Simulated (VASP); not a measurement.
# BaTe (Fm-3m) in VASP: elastic constants with LDA

Aim: the elastic constants of BaTe with LDA.

Program: VASP 6.6.1. These are calculated values, not measurements. Logs are shortened: lines on timing, memory, paths and dates and some standing lists are left out, and cuts for length are marked.

## Step 1: The cell of the first run

The structure is cubic, space group Fm-3m (No. 225). The conventional cell has a = 6.868 Å, b = 6.868 Å, c = 6.868 Å, α = 90.00°, β = 90.00°, γ = 90.00°. Within 4.5 Å of Ba (site symmetry m-3m) lie 6 Te at 3.43 Å. Within 4.5 Å of Te (site symmetry m-3m) lie 6 Ba at 3.43 Å.

## Step 2: Elastic constants, LDA

INCAR

```
PREC = Accurate
ENCUT = 600
EDIFF = 1E-8
ISMEAR = 0
SIGMA = 0.01
LREAL = F
LASPH = T
NELM = 100
ALGO = Normal
ISIF = 3
LWAVE = F
LCHARG = F
IBRION = 6
NFREE = 2
POTIM = 0.015
NSW = 1
```

KPOINTS

```
Automatic mesh
0
Gamma
  8 8 8
```

POSCAR

```
BaTe
1.0
    0.0000000000      3.4342000000      3.4342000000
    3.4342000000      0.0000000000      3.4342000000
    3.4342000000      3.4342000000      0.0000000000
Ba Te
1 1
Direct
    0.0000000000      0.0000000000      0.0000000000
    0.5000000000      0.5000000000      0.5000000000
```

Potentials or basis: VASP PAW LDA potentials, release 64 (Ba_sv, Te).

On the command line:

```
$ cat potpaw_LDA.64/Ba_sv/POTCAR potpaw_LDA.64/Te/POTCAR > POTCAR
$ mpirun -np 1 vasp_std > vasp.out
```

OUTCAR:

```text
PREC = Accurate
   ENCUT = 600
   EDIFF = 1E-8
   ISMEAR = 0
   LREAL = F
   LASPH = T
   NELM = 100
   ISIF = 3
   IBRION = 6
   NFREE = 2
   POTIM = 0.015
   NSW = 1

 ion  position               nearest neighbor table
   1  0.000  0.000  0.000-   2 3.43   2 3.43   2 3.43   2 3.43   2 3.43   2 3.43
   2  0.500  0.500  0.500-   1 3.43   1 3.43   1 3.43   1 3.43   1 3.43   1 3.43

  LATTYP: Found a face centered cubic cell.
 ALAT       =     6.8684000000

  Lattice vectors:

 A1 = (   0.0000000000,   3.4342000000,   3.4342000000)
 A2 = (   3.4342000000,   0.0000000000,   3.4342000000)
 A3 = (   3.4342000000,   3.4342000000,   0.0000000000)

Analysis of symmetry for initial positions (statically):
=====================================================================
 Subroutine PRICEL returns:
 Original cell was already a primitive cell.

 Routine SETGRP: Setting up the symmetry group for a
 face centered cubic supercell.

 Subroutine GETGRP returns: Found 48 space group operations
 (whereof 48 operations were pure point group operations)
 out of a pool of 48 trial point group operations.

The static configuration has the point symmetry O_h .

Analysis of symmetry for dynamics (positions and initial velocities):
=====================================================================
 Subroutine PRICEL returns:
 Original cell was already a primitive cell.

 Routine SETGRP: Setting up the symmetry group for a
 face centered cubic supercell.

 Subroutine GETGRP returns: Found 48 space group operations
 (whereof 48 operations were pure point group operations)
 out of a pool of 48 trial point group operations.

The dynamic configuration has the point symmetry O_h .

 Subroutine INISYM returns: Found 48 space group operations
 (whereof 48 operations are pure point group operations),
 and found     1 'primitive' translations
[... 691 lines left out ...]
      2      -9.9848      2.00000
      3      -9.6410      2.00000
      4      -9.5866      2.00000
      5      -6.5616      2.00000
      6       0.4714      2.00000
      7       1.3359      2.00000
      8       1.3489      2.00000
      9       6.0688      0.00000
     10       6.3539      0.00000
     11       7.7007      0.00000
     12       8.0389      0.00000

 [... further k-points ...]

------------------------ aborting loop because EDIFF is reached ----------------------------------------

  FORCE on cell =-STRESS in cart. coord.  units (eV):
  Direction    XX          YY          ZZ          XY          YZ          ZX
  --------------------------------------------------------------------------------------
  -------------------------------------------------------------------------------------
  Total        0.2156858      0.2110692      0.2110692      0.0000000      0.0000000     -0.0000000
  in kB        4.2660455      4.1747325      4.1747325      0.0000000      0.0000000     -0.0000000
  external PRESSURE =       4.2051702 kB  Pullay stress =       0.0000000 kB
[... 17 lines left out ...]
  FREE ENERGIE OF THE ION-ELECTRON SYSTEM (eV)
  ---------------------------------------------------
  free  energy   TOTEN  =        -9.6105283944 eV

  energy  without entropy=       -9.6105283944  energy(sigma->0) =       -9.61052839

 INTERNAL STRAIN TENSORS FROM STRAINED CELLS
 ============================================

 INTERNAL STRAIN TENSOR FOR ION    1 for displacements in x,y,z  (eV/Angst):
          X           Y           Z          XY          YZ          ZX
  --------------------------------------------------------------------------------
  x     0.00000     0.00000     0.00000     0.00000     0.00000    -0.00000
  y    -0.00000    -0.00000    -0.00000    -0.00000    -0.00000     0.00000
  z     0.00000    -0.00000    -0.00000     0.00000    -0.00000     0.00000

 INTERNAL STRAIN TENSORS FROM DISPLACED ATOMS
 ============================================

 INTERNAL STRAIN TENSOR FOR ION    1 for displacements in x,y,z  (eV/Angst):
          X           Y           Z          XY          YZ          ZX
  --------------------------------------------------------------------------------
  x     0.00000     0.00000     0.00000     0.00000     0.00000     0.00000
  y     0.00000     0.00000     0.00000     0.00000     0.00000     0.00000
  z     0.00000     0.00000     0.00000     0.00000     0.00000     0.00000

 INTERNAL STRAIN TENSOR FOR ION    2 for displacements in x,y,z  (eV/Angst):
          X           Y           Z          XY          YZ          ZX
  --------------------------------------------------------------------------------
  x     0.00000     0.00000     0.00000     0.00000     0.00000     0.00000
  y     0.00000     0.00000     0.00000     0.00000     0.00000     0.00000
  z     0.00000     0.00000     0.00000     0.00000     0.00000     0.00000

 Eigenvectors and eigenvalues of the dynamical matrix
 ----------------------------------------------------

   1 f  =    3.069571 THz    19.286685 2PiTHz  102.389878 cm-1    12.694721 meV
             X         Y         Z           dx          dy          dz
      0.000000  0.000000  0.000000     0.552045   -0.387871    0.162926
      3.434200  3.434200  3.434200    -0.572585    0.402302   -0.168988
[... 21 lines left out ...]
   6 f/i=    0.000307 THz     0.001930 2PiTHz    0.010246 cm-1     0.001270 meV
             X         Y         Z           dx          dy          dz
      0.000000  0.000000  0.000000    -0.051211    0.178076   -0.695647
      3.434200  3.434200  3.434200    -0.049374    0.171688   -0.670692

--------------------------------------------------------------------------------------------------------

 ELASTIC MODULI CONTR FROM IONIC RELAXATION (kBar)
 Direction    XX          YY          ZZ          XY          YZ          ZX
 --------------------------------------------------------------------------------
 XX           0.0000      0.0000      0.0000      0.0000      0.0000      0.0000
 YY           0.0000      0.0000      0.0000      0.0000      0.0000      0.0000
 ZZ           0.0000      0.0000      0.0000      0.0000      0.0000      0.0000
 XY           0.0000      0.0000      0.0000      0.0000      0.0000      0.0000
 YZ           0.0000      0.0000      0.0000      0.0000      0.0000      0.0000
 ZX           0.0000      0.0000      0.0000      0.0000      0.0000      0.0000
 --------------------------------------------------------------------------------

 TOTAL ELASTIC MODULI (kBar)
 Direction    XX          YY          ZZ          XY          YZ          ZX
 --------------------------------------------------------------------------------
 XX         920.9315     86.3268     86.3268     -0.0000      0.0000     -0.0000
 YY          86.3268    920.9315     86.3268      0.0000     -0.0000     -0.0000
 ZZ          86.3268     86.3268    920.9315      0.0000      0.0000      0.0000
 XY          -0.0000      0.0000      0.0000    111.9361      0.0000      0.0000
 YZ           0.0000     -0.0000      0.0000      0.0000    111.9361      0.0000
 ZX          -0.0000     -0.0000      0.0000      0.0000      0.0000    111.9361
 --------------------------------------------------------------------------------
```

OSZICAR:

```text
N       E                     dE             d eps       ncg     rms          rms(c)
DAV:   1     0.967333290784E+02    0.96733E+02   -0.71196E+03   696   0.126E+03
DAV:   2    -0.338865749332E+01   -0.10012E+03   -0.93797E+02   908   0.190E+02
DAV:   3    -0.956814210417E+01   -0.61795E+01   -0.61346E+01   876   0.545E+01
[... 200 lines left out ...]
DAV:   4    -0.961052776760E+01    0.18982E-04   -0.73069E-05  1668   0.474E-02    0.102E-02
DAV:   5    -0.961052840846E+01   -0.64086E-06   -0.73358E-06  1712   0.149E-02    0.119E-02
DAV:   6    -0.961052841495E+01   -0.64881E-08   -0.20513E-07  1784   0.316E-03    0.906E-03
DAV:   7    -0.961052839443E+01    0.20527E-07   -0.16376E-07  1680   0.239E-03    0.166E-03
DAV:   8    -0.961052839438E+01    0.43656E-10   -0.17611E-08  1544   0.785E-04
  17 F= -.96105284E+01 E0= -.96105284E+01  d E =-.296396E-81
```

stdout:

```text
POSCAR found type information on POSCAR BaTe
 POSCAR found :  2 types and       2 ions
 scaLAPACK will be used
 LDA part: xc-table for (Slater(with rela. corr.)+CA(PZ))
 , standard interpolation
 POSCAR, INCAR and KPOINTS ok, starting setup
 FFT: planning ... GRIDC
 FFT: planning ... GRID_SOFT
 FFT: planning ... GRID
 WAVECAR not read
 entering main loop
 Found     2 degrees of freedom:
 Adding 6 more for cell shape distortion
 Finite differences POTIM= 0.01500 DOF=   8
 bond charge predicted
 Finite differences progress:
 bond charge predicted
 Finite differences progress:
 bond charge predicted
 Finite differences progress:
 bond charge predicted
 Finite differences progress:
 bond charge predicted
 Finite differences progress:
 bond charge predicted
 Finite differences progress:
 bond charge predicted
 Finite differences progress:
 bond charge predicted
 Finite differences progress:
 bond charge predicted
 Finite differences progress:
 bond charge predicted
 Finite differences progress:
 bond charge predicted
 Finite differences progress:
 bond charge predicted
 Finite differences progress:
 bond charge predicted
 Finite differences progress:
 bond charge predicted
 Finite differences progress:
 bond charge predicted
 Finite differences progress:
 bond charge predicted
 Finite differences progress:
```

Run time: 35 min. Hardware: 1 thread of Intel Xeon 8259CL, shared host; peak memory 0.45 GiB.

Results:

```yaml
Elastic_constants_C11_C12_C44: 92, 9, 11 GPa
Voigt_bulk_modulus: 36 GPa
Highest_phonon_frequency_at_Γ_LO-TO_splitting_left_out: 102 cm⁻¹
```

Phonon frequencies in cm⁻¹ (negative: imaginary):
| q point | frequencies |
| --- | --- |
| (0.000, 0.000, 0.000) | 0 0 0 102 102 102 |

Elastic tensor in Voigt notation (GPa, in the Cartesian axes of the cell as first typed):
```
92  9  9  0  0  0
 9 92  9  0  0  0
 9  9 92  0  0  0
 0  0  0 11  0  0
 0  0  0  0 11  0
 0  0  0  0  0 11
```

Clamped-ion elastic tensor (GPa):
```
92  9  9  0  0  0
 9 92  9  0  0  0
 9  9 92  0  0  0
 0  0  0 11  0  0
 0  0  0  0 11  0
 0  0  0  0  0 11
```

Caveat: spin-orbit coupling is left out, which moves the levels of the heavy elements.
